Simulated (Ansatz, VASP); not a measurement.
Pt in VASP and in Ansatz

The input INCAR:

```
PREC     = Accurate       # precision mode
ENCUT    = 520            # plane-wave cutoff, eV
EDIFF    = 1E-6           # SCF threshold, eV
ISMEAR   = 0              # smearing method
SIGMA    = 0.15           # smearing width, eV
LREAL    = F              # projectors in reciprocal space
LASPH    = T              # aspherical terms in the spheres
NELM     = 80             # most SCF steps
ALGO     = Fast           # electronic algorithm
ISIF     = 2              # what is computed and relaxed
LWAVE    = F              # write WAVECAR
LCHARG   = T              # write CHGCAR
GGA      = PS             # functional
LELF     = T              # ELF
LVHAR    = T            
NBANDS   = 11             # bands
```

KPOINTS

```
Automatic mesh
0
Gamma
  26 26 26
```

File POSCAR:

```
Pt
1.0
   -1.5604706012      1.5604706012      1.5838776602
    1.5604706012     -1.5604706012      1.5838776602
    1.5604706012      1.5604706012     -1.5838776602
Pt
1
Direct
    0.0000000000      0.0000000000      0.0000000000
```

Input for Ansatz:

```yaml
crystal:
  lattice:
    - [-1.5604706012, 1.5604706012, 1.5838776602]
    - [1.5604706012, -1.5604706012, 1.5838776602]
    - [1.5604706012, 1.5604706012, -1.5838776602]
  atoms:
    - { symbol: Pt, position: [0.0, 0.0, 0.0] }
basis:
  ecutwfc: 420
kpoints:
  mp_grid: { grid: [26, 26, 26] }
hamiltonian:
  xc: pbesol
scf:
  occupations: { method: gaussian, width: 0.15 }
output:
  forces: true
  stress: true
  eigenvalues: true
  write_density: true
  write_potential: true
  elf: true
  volumetric_format: npy
```

Change from the starting cell: strain +0.0150 x Voigt [0, 0, 1, 0, 0, 0], atoms carried along.

Alike in both runs: task single point; functional PBEsol; k mesh 26 × 26 × 26; occupations gaussian, width 0.15 eV; no spin polarisation.

```csv
,VASP,Ansatz
version,VASP 6.6.1,Ansatz 0.2.0
potentials or method,"VASP PAW PBE potentials, release 64 (Pt), cutoff 520 eV","scalar-relativistic, plane waves, PAW"
valence electrons in the cell,10,18
```

```csv
,VASP,Ansatz,Ansatz less VASP
gap on the k mesh at the Fermi level (eV),none,none,-
pressure (GPa),-4.2,-3.9,+0.37
"traceless stress, the component that is largest in VASP (GPa)",0.95,0.95,-0.002
```

VASP's potentials were made for PBE, not for PBEsol. A gap of «none» marks a metal or a gap that the smearing closes. With one functional, cell and mesh, what is left measures potentials, basis and numerics. VASP's potentials hold 10 valence electrons a cell and Ansatz's 18, so a difference there can come from the potentials and not from the codes.

Spin-orbit coupling is off throughout.
